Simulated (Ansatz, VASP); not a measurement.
**Two plane-wave programs on CdS**

File POSCAR:

```
CdS
1.0
    3.9221838676      0.0000000000      0.0000000000
   -1.9610919338      3.3967108676      0.0000000000
    0.0000000000      0.0000000000      6.4333658494
Cd S
2 2
Direct
    0.3333333333      0.6666666667      0.0005994205
    0.6666666667      0.3333333333      0.5005994205
    0.3333333333      0.6666666667      0.3744005795
    0.6666666667      0.3333333333      0.8744005795
```

File INCAR.step1:

```
PREC = Accurate
ENCUT = 520
ISMEAR = 0
SIGMA = 0.01
LREAL = F
LASPH = T
NELM = 60
NBANDS = 26
GGA = PE
ALGO = Normal
EDIFF = 1E-4
LWAVE = T
LCHARG = F
```

The input INCAR.step2:

```
PREC = Accurate
ENCUT = 520
EDIFF = 1E-7
ISMEAR = 0
SIGMA = 0.01
LREAL = F
LASPH = T
NELM = 60
ALGO = Normal
ISIF = 2
LWAVE = F
LCHARG = F
METAGGA = R2SCAN
LMIXTAU = T
NBANDS = 26
ISTART = 1
```

Contents of KPOINTS:

```
regular mesh
0
Gamma
  6 6 4
```

Input for Ansatz:

```yaml
crystal:
  lattice:
    - [3.92218386755, 0.0, 0.0]
    - [-1.96109193378, 3.39671086762, 0.0]
    - [0.0, 0.0, 6.43336584939]
  atoms:
    - { symbol: Cd, position: [0.333333333333, 0.666666666667, 0.000599420527] }
    - { symbol: Cd, position: [0.666666666667, 0.333333333333, 0.500599420527] }
    - { symbol: S, position: [0.333333333333, 0.666666666667, 0.374400579473] }
    - { symbol: S, position: [0.666666666667, 0.333333333333, 0.874400579473] }
kpoints:
  mp_grid: { grid: [6, 6, 4] }
scf:
  occupations: { method: fixed }
  convergence: { dr2_threshold: 1.0e-10 }
hamiltonian:
  xc: r2scan
  pseudopotentials: { kind: paw }
output:
  forces: true
  stress: true
  eigenstates:
    kpoints:
      - [0.0, 0.0, 0.0]
      - [0.0, 0.0, -0.5]
      - [-0.5, 0.0, 0.0]
      - [-0.5, 0.5, 0.0]
      - [0.0, -0.5, 0.0]
      - [-0.5, 0.0, -0.5]
      - [-0.5, 0.5, -0.5]
      - [0.0, -0.5, -0.5]
  eigenvalues: true
```

Alike in both runs: task single point; functional r2SCAN; k mesh 6 × 6 × 4; no spin polarisation.

|  | VASP | Ansatz |
| --- | --- | --- |
| version | VASP 6.6.1 | Ansatz 0.2.0 |
| potentials or method | VASP PAW PBE potentials, release 64 (Cd, S) | PAW with Ansatz's default frozen-core files, scalar-relativistic |
| plane-wave cutoff (eV) | 520 | 500 |
| occupations | gaussian, width 0.01 eV | fixed |
| valence electrons in the cell | 36 | 52 |

|  | VASP | Ansatz | Ansatz less VASP |
| --- | --- | --- | --- |
| gap on the k mesh at the Fermi level (eV) | 2.01 | 2.00 | -0.007 |
| pressure (GPa) | 15.6 | 15.0 | -0.66 |

VASP's potentials were made for PBE, not for r2SCAN. VASP's potentials hold 36 valence electrons a cell and Ansatz's 52, so a difference there can come from the potentials and not from the codes.
